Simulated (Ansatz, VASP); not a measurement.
Ti: VASP beside Ansatz

INCAR

```
PREC = Accurate ; ENCUT = 520
EDIFF = 1E-7 ; ISMEAR = -1
SIGMA = 0.1 ; LREAL = F
LASPH = T ; NELM = 60
ALGO = Normal ; ISIF = 2
LWAVE = F ; LCHARG = F
GGA = PS ; NBANDS = 12
```

The input KPOINTS:

```
Automatic mesh
0
Gamma
  8 8 8
```

The input POSCAR:

```
Ti
1.0
   -1.6410000000      1.6410000000      1.6410000000
    1.6410000000     -1.6410000000      1.6410000000
    1.6410000000      1.6410000000     -1.6410000000
Ti
1
Direct
    0.0000000000      0.0000000000      0.0000000000
```

Input for Ansatz:

```yaml
crystal:
  lattice:
    - [-1.641, 1.641, 1.641]
    - [1.641, -1.641, 1.641]
    - [1.641, 1.641, -1.641]
  atoms:
    - { symbol: Ti, position: [0.0, 0.0, 0.0] }
kpoints:
  mp_grid:
    grid: [8, 8, 8]
hamiltonian:
  xc: pbesol
  pseudopotentials:
    kind: paw
scf:
  occupations:
    method: fermi_dirac
    width: 0.1
output:
  stress: true
```

Alike in both runs: task single point; functional PBEsol; k mesh 8 × 8 × 8; occupations fermi-dirac, width 0.1 eV; no spin polarisation.

```csv
,VASP,Ansatz
version,VASP 6.6.1,Ansatz 0.2.0
potentials or method,"VASP PAW PBE potentials, release 64 (Ti_sv)","plane waves, PAW"
plane-wave cutoff (eV),520,420
valence electrons in the cell,12,12
```

```csv
,VASP,Ansatz,Ansatz less VASP
pressure (GPa),-6.6,-6.5,+0.17
```

VASP's potentials were made for PBE, not for PBEsol. The functional is the same, so the differences come from potentials, cutoffs and numerics.
